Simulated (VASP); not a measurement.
Here is a VASP 6.6.1 calculation.

File INCAR:

```
PREC = Accurate
ENCUT = 520
EDIFF = 1E-8
ISMEAR = -1
SIGMA = 0.08
LREAL = F
LASPH = T
NELM = 60
ALGO = Normal
ISIF = 2
LWAVE = F
LCHARG = F
GGA = PE
LEFG = T
NBANDS = 14
```

KPOINTS

```
Automatic mesh
0
Gamma
  16 16 16
```

The input POSCAR:

```
Rh
1.0
    0.0000000000      1.9078674883      1.9078674883
    1.9078674883      0.0000000000      1.9078674883
    1.9078674883      1.9078674883      0.0000000000
Rh
1
Direct
    0.0000000000      0.0000000000      0.0000000000
```

Potentials or basis: VASP PAW PBE potentials, release 64 (Rh_pv).

Command:

```console
$ cat potpaw_PBE.64/Rh_pv/POTCAR > POTCAR
$ mpirun -np 1 vasp_std > vasp.out
```

(1) Predict the pressure.

Answers

(1) 3.3 GPa.

Caveat: without QUAD_EFG the Cq values of the log hold for a quadrupole moment of 1 mb, not for the nuclei.
